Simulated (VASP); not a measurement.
Write the native input for VASP 6.6.1 that does the following.

| Quantity | Value |
| --- | --- |
| Task | single point |
| Functional | HSE06 |
| Potentials or basis | VASP PAW PBE potentials, release 64 (Si) |
| Cutoff | 520 eV |
| k mesh | 6 × 6 × 6 |
| Occupations | gaussian, width 0.01 eV |
| Spin | no spin polarisation |
| Dipole correction | no |
| Grid for exact exchange (PRECFOCK) | Normal |
| Further INCAR settings | ALGO = Normal; EDIFF = 1e-07; NBANDS = 11 |
| Share of exact exchange | 0.25 |
| Screening parameter | 0.2079 1/Å |

Si:

```
Si
1.0
     0.00000    2.74934    2.74934
     2.74934    0.00000    2.74934
     2.74934    2.74934    0.00000
Si
2
Direct
  0.00000 0.00000 0.00000
  0.25000 0.25000 0.25000
```

This cell differs from its parent crystal: strain +1.0%.

The input as run:

POSCAR

```
Si
1.0
    0.0000000000      2.7493400846      2.7493400846
    2.7493400846      0.0000000000      2.7493400846
    2.7493400846      2.7493400846      0.0000000000
Si
2
Direct
    0.0000000000      0.0000000000      0.0000000000
    0.2500000000      0.2500000000      0.2500000000
```

INCAR.step1

```
PREC     = Accurate       # precision mode
ENCUT    = 520            # plane-wave cutoff, eV
EDIFF    = 1E-5           # SCF threshold, eV
ISMEAR   = 0              # smearing method
SIGMA    = 0.01           # smearing width, eV
LREAL    = F              # projectors in reciprocal space
LASPH    = T              # aspherical terms in the spheres
NELM     = 100            # most SCF steps
ALGO     = Normal         # electronic algorithm
ISIF     = 2              # what is computed and relaxed
LWAVE    = T              # write WAVECAR
LCHARG   = F              # write CHGCAR
NBANDS   = 11             # bands
GGA      = PE             # functional
```

INCAR.step2

```
PREC     = Accurate       # precision mode
ENCUT    = 520            # plane-wave cutoff, eV
EDIFF    = 1E-7           # SCF threshold, eV
ISMEAR   = 0              # smearing method
SIGMA    = 0.01           # smearing width, eV
LREAL    = F              # projectors in reciprocal space
LASPH    = T              # aspherical terms in the spheres
NELM     = 100            # most SCF steps
ALGO     = Normal         # electronic algorithm
ISIF     = 2              # what is computed and relaxed
LWAVE    = F              # write WAVECAR
LCHARG   = F              # write CHGCAR
GGA      = PE             # functional
LHFCALC  = T              # exact exchange
HFSCREEN = 0.2079         # screening, 1/A
PRECFOCK = Normal       
NBANDS   = 11             # bands
ISTART   = 1
```

KPOINTS

```
Automatic mesh
0
Gamma
  6 6 6
```

Potentials or basis: VASP PAW PBE potentials, release 64 (Si).

Command:

```sh
$ cat potpaw_PBE.64/Si/POTCAR > POTCAR
$ cp INCAR.step1 INCAR
$ mpirun -np 1 vasp_std > vasp.out
$ cp INCAR.step2 INCAR
$ mpirun -np 1 vasp_std > vasp.out
```

Results of the run:

| Property | Result |
| --- | --- |
| Pressure | -3.2 GPa |
| Band gap on the k mesh | 1.36 eV (least direct gap 3.31 eV) |

Caveat: the cell differs from its parent crystal (strain +1.0%); the cell stands under tension; the PAW data sets were made with another functional, which shifts forces and pressure a little.

Run time: 12 min on 1 thread of Intel(R) Xeon(R) Platinum 8259CL CPU @ 2.50GHz (Skylake/Cascade Lake) (shared host), peak memory 0.27 GiB.
